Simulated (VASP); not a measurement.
# Ru (P6/mmm) in VASP: further runs

Runs on Ru. Level: PBE. Tasks: single point, relaxation of cell and atoms.

Program: VASP 6.6.1. These are calculated values, not measurements. Logs are shortened: lines on timing, memory, paths and dates and some standing lists are left out, and cuts for length are marked.

## 1. The cell of the first run

The structure is hexagonal, space group P6/mmm (No. 191). The conventional cell has a = 4.269 Å, b = 4.269 Å, c = 2.682 Å, α = 90.00°, β = 90.00°, γ = 120.00°. Within 3.5 Å of Ru (site symmetry 6/mmm) lie 14 Ru at 2.68 to 2.81 Å. Within 3.3 Å of Ru (site symmetry -6m2) lie 11 Ru at 2.46 to 2.81 Å.

This isn't the form of Ru at room conditions, which is hcp.

## 2. Single point, PBE, collinear spin, ferromagnetic start

Input file INCAR:

```
SYSTEM = Ru
ALGO = Normal
EDIFF = 1E-6
ENCUT = 500
GGA = PE
GGA_COMPAT = .False.
ISIF = 2
ISMEAR = -1
ISPIN = 2
LASPH = .True.
LCHARG = .True.
LELF = .True.
LMAXMIX = 4
LORBIT = 11
LREAL = .False.
LVHAR = .True.
LWAVE = .False.
MAGMOM = 1 1 1
NBANDS = 32
NELM = 200
PREC = Accurate
SIGMA = 0.05
```

Input file KPOINTS:

```
k-points
0
Gamma
  11 11 15
  0 0 0
```

Input file POSCAR:

```
Ru
1.0
    4.2687776615      0.0000000000      0.0000000000
   -2.1343888307      3.6968698980      0.0000000000
    0.0000000000      0.0000000000      2.6819785197
Ru
3
Direct
    1.0000000000      1.0000000000      0.0000000000
    0.3333333333      0.6666666667      0.5000000000
    0.6666666667      0.3333333333      0.5000000000
```

Potentials or basis: VASP PAW PBE potentials, release 64 (Ru_pv).

On the command line:

```sh
$ cat potpaw_PBE.64/Ru_pv/POTCAR > POTCAR
$ mpirun -np 1 vasp_std > vasp.out
```

OUTCAR:

```text
SYSTEM = Ru
   EDIFF = 1E-6
   ENCUT = 500
   GGA = PE
   ISIF = 2
   ISMEAR = -1
   ISPIN = 2
   LASPH = .True.
   LORBIT = 11
   LREAL = .False.
   NELM = 200
   PREC = Accurate

 ion  position               nearest neighbor table
   1  0.000  0.000  0.000-   2 2.81   3 2.81   2 2.81   3 2.81   3 2.81   3 2.81   2 2.81   2 2.81
                             3 2.81   3 2.81   2 2.81   2 2.81
   2  0.333  0.667  0.500-   3 2.46   3 2.46   3 2.46   1 2.81   1 2.81   1 2.81   1 2.81   1 2.81
                             1 2.81
   3  0.667  0.333  0.500-   2 2.46   2 2.46   2 2.46   1 2.81   1 2.81   1 2.81   1 2.81   1 2.81
                             1 2.81

  LATTYP: Found a hexagonal cell.
 ALAT       =     4.2687776615
 C/A-ratio  =     0.6282778660

  Lattice vectors:

 A1 = (   4.2687776615,   0.0000000000,   0.0000000000)
 A2 = (  -2.1343888307,   3.6968698980,   0.0000000000)
 A3 = (   0.0000000000,   0.0000000000,   2.6819785197)

Analysis of symmetry for initial positions (statically):
=====================================================================
 Subroutine PRICEL returns:
 Original cell was already a primitive cell.

 Routine SETGRP: Setting up the symmetry group for a
 hexagonal supercell.

 Subroutine GETGRP returns: Found 24 space group operations
 (whereof 24 operations were pure point group operations)
 out of a pool of 24 trial point group operations.

The static configuration has the point symmetry D_6h.

Analysis of symmetry for dynamics (positions and initial velocities):
=====================================================================
 Subroutine PRICEL returns:
 Original cell was already a primitive cell.

 Routine SETGRP: Setting up the symmetry group for a
 hexagonal supercell.

 Subroutine GETGRP returns: Found 24 space group operations
 (whereof 24 operations were pure point group operations)
 out of a pool of 24 trial point group operations.

The dynamic configuration has the point symmetry D_6h.

Analysis of structural, dynamic, and magnetic symmetry:
=====================================================================
 Subroutine PRICEL returns:
 Original cell was already a primitive cell.

 Routine SETGRP: Setting up the symmetry group for a
 hexagonal supercell.

 Subroutine GETGRP returns: Found 24 space group operations
 (whereof 24 operations were pure point group operations)
 out of a pool of 24 trial point group operations.

The overall configuration has the point symmetry D_6h.

 Subroutine INISYM returns: Found 24 space group operations
 (whereof 24 operations are pure point group operations),
 and found     1 'primitive' translations

----------------------------------------------------------------------------------------

                                     Primitive cell

  volume of cell :      42.3246

  direct lattice vectors                    reciprocal lattice vectors
     4.268777661  0.000000000  0.000000000     0.234259097  0.135249553  0.000000000
    -2.134388831  3.696869898  0.000000000     0.000000000  0.270499105  0.000000000
     0.000000000  0.000000000  2.681978520     0.000000000  0.000000000  0.372859064

  length of vectors
     4.268777661  4.268777662  2.681978520     0.270499105  0.270499105  0.372859064

  position of ions in fractional coordinates (direct lattice)
     0.000000000  0.000000000  0.000000000
     0.333333333  0.666666667  0.500000000
     0.666666667  0.333333333  0.500000000

  ion indices of the primitive-cell ions
   primitive index   ion index
                 1           1
                 2           2
                 3           3

----------------------------------------------------------------------------------------

 KPOINTS: k-points

Automatic generation of k-mesh.
 Grid dimensions read from file:
 generate k-points for:   11   11   15

 Generating k-lattice:

  Cartesian coordinates                     Fractional coordinates (reciprocal lattice)
     0.021296282  0.012295414  0.000000000     0.090909091 -0.000000000  0.000000000
     0.000000000  0.024590828  0.000000000     0.000000000  0.090909091  0.000000000
     0.000000000  0.000000000  0.024857271     0.000000000  0.000000000  0.066666667

  Length of vectors
     0.024590828  0.024590828  0.024857271

  Shift w.r.t. Gamma in fractional coordinates (k-lattice)
     0.000000000  0.000000000  0.000000000

 Subroutine IBZKPT returns following result:
 ===========================================

 Found    128 irreducible k-points:

 Following reciprocal coordinates:
            Coordinates               Weight
  0.000000  0.000000  0.000000      1.000000
  0.090909  0.000000  0.000000      6.000000
  0.181818 -0.000000  0.000000      6.000000
  0.272727 -0.000000  0.000000      6.000000
  0.363636 -0.000000  0.000000      6.000000
  0.454545  0.000000  0.000000      6.000000
[... 16 lines left out ...]
  0.090909  0.090909  0.066667     12.000000
  0.181818  0.090909  0.066667     24.000000
 [... further k-points ...]
   k-points           NKPTS =    128   k-points in BZ     NKDIM =    128   number of bands    NBANDS=     32
   number of dos      NEDOS =    301   number of ions     NIONS =      3
   total plane-waves  NPLWV =  20480
   dimension x,y,z NGX =    32 NGY =   32 NGZ =   20
   dimension x,y,z NGXF=    64 NGYF=   64 NGZF=   40
   ions per type =               3
   NGX,Y,Z   is equivalent  to a cutoff of  12.46, 12.46, 12.40 a.u.
   NGXF,Y,Z  is equivalent  to a cutoff of  24.92, 24.92, 24.79 a.u.
 SYSTEM =  Ru
   PREC   = accura    normal or accurate (medium, high low for compatibility)
   ISTART =      0    job   : 0-new  1-cont  2-samecut
   ICHARG =      2    charge: 1-file 2-atom 10-const
   ISPIN  =      2    spin polarized calculation?
   LNONCOLLINEAR =      F non collinear calculations
   LSORBIT =      F    spin-orbit coupling
   LASPH  =      T    aspherical Exc in radial PAW
   ENCUT  =  500.0 eV  36.75 Ry    6.06 a.u.   7.78  7.78  4.89*2*pi/ulx,y,z
   NELM   =    200;   NELMIN=  2; NELMDL= -5     # of ELM steps
   EDIFF  = 0.1E-05   stopping-criterion for ELM
   LREAL  =      F    real-space projection
[... 7 lines left out ...]
   TEBEG  =    0.0;   TEEND  =   0.0 temperature during run
   PSTRESS=    0.0 pullay stress
   NELECT =      42.0000    total number of electrons
   NUPDOWN=      -1.0000    fix difference up-down
   EMIN   =  10.00;   EMAX   =-10.00  energy-range for DOS
   EFERMI =   0.00;   METHOD = LEGACY
   ISMEAR =    -1;   SIGMA  =   0.05  broadening in eV -4-tet -1-fermi 0-gaus
   EFERMI_NEDOS =   21; number of points for ismear=-14 and -15
   IALGO  =     38    algorithm
   IMIX   =      4    mixing-type and parameters
     AMIX     =   0.40;   BMIX     =  1.00
     AMIX_MAG =   1.60;   BMIX_MAG =  1.00
  volume/ion in A,a.u.               =      14.11        95.21
  Fermi-wavevector in a.u.,A,eV,Ry     =   1.632903  3.085738 36.278175  2.666371
  Thomas-Fermi vector in A             =   2.724796
   LORBIT       =     11    0 simple, 1 ext, 2 COOP (PROOUT), +10 PAW based schemes
   GGA     = PE    functional components
   LHFCALC =     F    Hartree Fock is set to
   AEXX    =    0.0000 exact exchange contribution
   IVDW    =     0    specifies the selected vdW correction
   LEPSILON=     F    determine dielectric tensor
   LRPA    =     F    only Hartree local field effects (RPA)
 spin polarized calculation
  energy-cutoff  :      500.00
  volume of cell :       42.32
 maximum number of plane-waves:      1095
 NGX is ok and might be reduce to    32
   NGX = 15   NGY = 15   NGZ =  9

 number of electron      42.0000006 magnetization      -0.0036632

 number of electron      42.0000006 magnetization       0.0010504

 Free energy of the ion-electron system (eV)
  ---------------------------------------------------
  ext. energy  EPLUGINS =         0.00000000
  ---------------------------------------------------
  free energy    TOTEN  =       -26.94183490 eV

  energy without entropy =      -26.91149641  energy(sigma->0) =      -26.92666566

 E-fermi :  12.3317     XC(G=0): -13.8644

 val. band max:       12.3297914436   @ k =   0.1818   0.1818   0.0667
 cond. band min:      12.3399477440   @ k =   0.2727   0.1818   0.4667
 fundamental gap:      0.0101563004
 Fermi energy:        12.3317368412

 spin component 1

 k-point     1 :       0.0000    0.0000    0.0000
  band No.  band energies     occupation
      1     -31.2299      1.00000
      2     -31.2299      1.00000
      3     -30.8472      1.00000
      4     -30.8472      1.00000
      5     -30.5807      1.00000
      6     -30.3370      1.00000
[... 24 lines left out ...]
     31      22.6304      0.00000
     32      22.6975      0.00000
[... 774 lines left out ...]
      2     -31.2188      1.00000
      3     -30.7063      1.00000
      4     -30.6955      1.00000
      5     -30.5593      1.00000
      6     -30.4754      1.00000
[... 24 lines left out ...]
     31      22.7927      0.00000
     32      23.8402      0.00000

 [... further k-points ...]

 spin component 2

 k-point     1 :       0.0000    0.0000    0.0000
  band No.  band energies     occupation
      1     -31.2296      1.00000
      2     -31.2296      1.00000
      3     -30.8469      1.00000
      4     -30.8469      1.00000
      5     -30.5804      1.00000
      6     -30.3367      1.00000
[... 24 lines left out ...]
     31      22.6295      0.00000
     32      22.6981      0.00000
[... 774 lines left out ...]
      2     -31.2185      1.00000
      3     -30.7061      1.00000
      4     -30.6952      1.00000
      5     -30.5590      1.00000
      6     -30.4751      1.00000
[... 24 lines left out ...]
     31      22.7932      0.00000
     32      23.8404      0.00000

 [... further k-points ...]

------------------------ aborting loop because EDIFF is reached ----------------------------------------

  FORCE on cell =-STRESS in cart. coord.  units (eV):
  Direction    XX          YY          ZZ          XY          YZ          ZX
  --------------------------------------------------------------------------------------
  -------------------------------------------------------------------------------------
  Total       -0.0343740     -0.0343740      0.0503939     -0.0000000      0.0000000     -0.0000000
  in kB       -1.3012102     -1.3012102      1.9076380     -0.0000000      0.0000000     -0.0000000
  external PRESSURE =      -0.2315941 kB  Pullay stress =       0.0000000 kB

 VOLUME and BASIS-vectors are now :
 -----------------------------------------------------------------------------
  energy-cutoff  :      500.00
  volume of cell :       42.32
      direct lattice vectors                 reciprocal lattice vectors
     4.268777661  0.000000000  0.000000000     0.234259097  0.135249553  0.000000000
    -2.134388831  3.696869898  0.000000000     0.000000000  0.270499105  0.000000000
     0.000000000  0.000000000  2.681978520     0.000000000  0.000000000  0.372859064

 POSITION                                       TOTAL-FORCE (eV/Angst)
 -----------------------------------------------------------------------------------
      0.00000      0.00000      0.00000         0.000000      0.000000      0.000000
     -0.00000      2.46458      1.34099         0.000000      0.000000     -0.000000
      2.13439      1.23229      1.34099        -0.000000      0.000000      0.000000
 -----------------------------------------------------------------------------------
    total drift:                               -0.000000      0.000000      0.000000

  FREE ENERGIE OF THE ION-ELECTRON SYSTEM (eV)
  ---------------------------------------------------
  free  energy   TOTEN  =       -26.9418349037 eV

  energy  without entropy=      -26.9114964134  energy(sigma->0) =      -26.92666566

 total charge

# of ion       s       p       d       tot
------------------------------------------
    1        0.369   6.270   5.900  12.539
    2        0.408   6.299   5.970  12.677
    3        0.408   6.299   5.970  12.677
--------------------------------------------------
tot          1.185  18.867  17.840  37.892

 magnetization (x)

# of ion       s       p       d       tot
------------------------------------------
    1        0.000   0.000   0.000   0.000
    2       -0.000  -0.000   0.000   0.000
    3       -0.000  -0.000   0.000   0.000
--------------------------------------------------
tot         -0.000   0.000   0.000   0.000
```

It took 5.5 min on 1 thread of Intel Xeon Platinum 8259CL at 2.50GHz (Skylake/Cascade Lake), shared host; peak memory 0.32 GiB.

What came out:

| Quantity | Value |
| --- | --- |
| Free energy | -26.9418 eV |
| Pressure | 0.0 GPa |
| Band gap on the k mesh | zero (filled and empty bands overlap) |
| Net moment | 0.00 μB per cell |
| Valence electrons inside the program's atomic spheres | Ru 12.54, 12.68 (each value once) |

Stress tensor (GPa, compression positive):
```
-0.13  0.00  0.00
 0.00 -0.13  0.00
 0.00  0.00  0.19
```

## 3. Single point, PBE (12.43 Å³/atom)

This run uses another cell than the first one, of 12.43 Å³/atom.

Input file INCAR:

```
SYSTEM = Ru
  PREC = Accurate
  ENCUT = 560
  EDIFF = 1E-6
  ISMEAR = -1
  SIGMA = 0.1
  LREAL = .False.
  LASPH = .True.
  NELM = 120
  ALGO = Normal
  ISIF = 2
  LWAVE = .False.
  LCHARG = .True.
  GGA = PE
  LELF = .True.
  LVHAR = .True.
  NBANDS = 31
  GGA_COMPAT = .False.
```

Input file KPOINTS:

```
regular mesh
0
Gamma
  10 10 13
  0 0 0
```

Input file POSCAR:

```
Ru
1.0
    4.0915594519      0.0000000000      0.0000000000
   -2.0457797259      3.5433944264      0.0000000000
    0.0000000000      0.0000000000      2.5712612306
Ru
3
Direct
    0.0000000000      0.0000000000      0.0000000000
    0.3333333333      0.6666666667      0.5000000000
    0.6666666667      0.3333333333      0.5000000000
```

Potentials or basis: VASP PAW PBE potentials, release 64 (Ru_sv).

On the command line:

```sh
$ cat potpaw_PBE.64/Ru_sv/POTCAR > POTCAR
$ mpirun -np 1 vasp_std > vasp.out
```

Wall time 85 s (1 thread of Intel Xeon Platinum 8175M at 2.50GHz (Skylake/Cascade Lake), shared host); peak memory 0.21 GiB.

It converged, with:

```yaml
Free_energy: -26.4157 eV
Pressure: 50.2 GPa
Band_gap_on_the_k_mesh: zero (bands 24 and 25 overlap by 2.79 eV)
```

Stress tensor (GPa, compression positive):
```
52.00  0.00  0.00
 0.00 52.00  0.00
 0.00  0.00 46.61
```

Levels at points of the mesh, in eV from the Fermi level:
| k point | band 20 | band 21 | band 22 | band 23 | band 24 | band 25 | band 26 | band 27 | band 28 | band 29 |
| --- | --- | --- | --- | --- | --- | --- | --- | --- | --- | --- |
| (0.00, 0.00, 0.00) | -3.29 | -2.52 | -2.52 | -1.72 | -1.72 | -1.61 | -1.61 | 2.02 | 2.02 | 10.32 |
| (0.50, 0.00, 0.00) | -3.08 | -2.88 | -1.40 | -1.33 | 0.50 | 0.96 | 0.97 | 1.01 | 1.49 | 1.50 |

Caveat: the stress differs along the axes, from 47 to 52 GPa.

[end of part 1 of 2]

The gap in the log of VASP goes by the Fermi energy; the results here count the filled bands.